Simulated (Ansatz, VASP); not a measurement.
## One calculation of SnTe, two programs

POSCAR

```
SnTe
1.0
    0.0000000000      3.1893545730      3.1893545730
    3.1893545730      0.0000000000      3.1893545730
    3.1893545730      3.1893545730      0.0000000000
Sn Te
1 1
Direct
    0.0000000000      0.0000000000      0.0000000000
    0.5000000000      0.5000000000      0.5000000000
```

The input INCAR.step1:

```
PREC = Accurate
ENCUT = 400
EDIFF = 1E-5
ISMEAR = 0
SIGMA = 0.01
LREAL = False
LASPH = True
NELM = 120
ALGO = Normal
ISIF = 2
LWAVE = True
LCHARG = False
NBANDS = 17
GGA = PE
GGA_COMPAT = False
```

File INCAR.step2:

```
PREC = Accurate
ENCUT = 400
EDIFF = 1E-6
ISMEAR = 0
SIGMA = 0.01
LREAL = False
LASPH = True
NELM = 120
ALGO = Normal
ISIF = 2
LWAVE = False
LCHARG = False
GGA = PE
LHFCALC = True
AEXX = 0.25
PRECFOCK = Normal
NBANDS = 17
ISTART = 1
GGA_COMPAT = False
```

KPOINTS

```
Automatic mesh
0
Gamma
  6 6 6
```

Input for Ansatz:

```yaml
crystal:
  lattice:
    - [0.0, 3.189354573, 3.189354573]
    - [3.189354573, 0.0, 3.189354573]
    - [3.189354573, 3.189354573, 0.0]
  atoms:
    - { symbol: Sn, position: [0.0, 0.0, 0.0] }
    - { symbol: Te, position: [0.5, 0.5, 0.5] }
kpoints:
  mp_grid: { grid: [6, 6, 6] }
  band_path:
    path:
      - [0.0, 0.0, 0.0]
      - [0.5, 0.0, 0.5]
      - [0.625, 0.25, 0.625]
      - [0.375, 0.375, 0.75]
      - [0.5, 0.5, 0.5]
      - [0.5, 0.25, 0.75]
    npoints: 1
hamiltonian:
  xc: pbe0
scf:
  occupations: { method: fixed }
  n_extra_bands: 4
output:
  forces: true
  stress: true
  eigenvalues: true
```

Alike in both runs: task single point; functional PBE0; k mesh 6 × 6 × 6; no spin polarisation.

```csv
,VASP,Ansatz
version,VASP 6.6.1,Ansatz 0.2.0
potentials or method,"VASP PAW PBE potentials, release 64 (Sn_d, Te)","plane waves, PAW"
plane-wave cutoff (eV),400,420
occupations,"gaussian, width 0.01 eV",fixed
valence electrons in the cell,20,30
```

Ansatz gave:

| Item | Value |
| --- | --- |
| gap on the k mesh at the Fermi level (eV) | 0.75 |
| pressure (GPa) | -0.2 |

Task: Estimate VASP's values.

Result: gap on the k mesh at the Fermi level (eV): 0.74; pressure (GPa): -0.5.

VASP's potentials hold 20 valence electrons a cell and Ansatz's 30, so a difference there can come from the potentials and not from the codes. Ansatz's warnings: stress exchange threshold loose, stress scf threshold loose.

Neither program's run includes spin-orbit coupling.
